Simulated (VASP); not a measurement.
Write the native input for VASP 6.6.1 that does the following.

| Item | Value |
| --- | --- |
| Task | single point |
| Functional | PBE |
| Potentials or basis | VASP PAW PBE potentials, release 64 (Ba_sv, Ti_sv, O) |
| Cutoff | 520 eV |
| k mesh | 8 × 8 × 8 |
| Occupations | fermi-dirac, width 0.02 eV |
| Spin | no spin polarisation |
| Dipole correction | no |
| Further INCAR settings | ALGO = Normal; EDIFF = 1e-06; NBANDS = 28 |

The structure of BaTiO3 lies in POSCAR:

```
BaTiO3
1.0
    2.8276671207      1.6325543733      2.2945546926
   -2.8276671207      1.6325543733      2.2945546926
    0.0000000000     -3.2651087466      2.2945546926
Ba Ti O
1 1 3
Direct
   -0.0011523806     -0.0011523806     -0.0011523806
    0.4879955815      0.4879955815      0.4879955815
    0.5095368741      0.5095368741      0.0153830508
    0.0153830508      0.5095368741      0.5095368741
    0.5095368741      0.0153830508      0.5095368741
```

This cell differs from its parent crystal: z stretched by -1 %, then relaxed in part.

These files were run (other wordings do the same):

INCAR

```
SYSTEM = BaTiO3
ALGO = Normal ; EDIFF = 1E-6
ENCUT = 520 ; GGA = PE
ISIF = 2 ; ISMEAR = -1
LASPH = .TRUE. ; LCHARG = .FALSE.
LREAL = .FALSE. ; LWAVE = .FALSE.
NBANDS = 28 ; NELM = 80
PREC = Accurate ; SIGMA = 0.02
```

KPOINTS

```
k-points
0
G
  8 8 8
  0 0 0
```

Potentials or basis: VASP PAW PBE potentials, release 64 (Ba_sv, Ti_sv, O).

The run is started by

```sh
$ cat potpaw_PBE.64/Ba_sv/POTCAR potpaw_PBE.64/Ti_sv/POTCAR potpaw_PBE.64/O/POTCAR > POTCAR
$ mpirun -np 1 vasp_std > vasp.out
```

It gave:

```json
{
 "Pressure": "7.7 GPa",
 "Largest force": "0.067 eV/Å",
 "Band gap on the k mesh": "2.24 eV, indirect (least direct gap 2.59 eV)"
}
```

Caveat: the cell differs from its parent crystal (z stretched by -1 %, then relaxed in part); spin-orbit coupling is left out, which moves the levels of the heavy elements.

It took 63 s on 1 thread of Intel(R) Xeon(R) 6975P-C (Granite Rapids), on a shared host, peak memory 0.24 GiB.
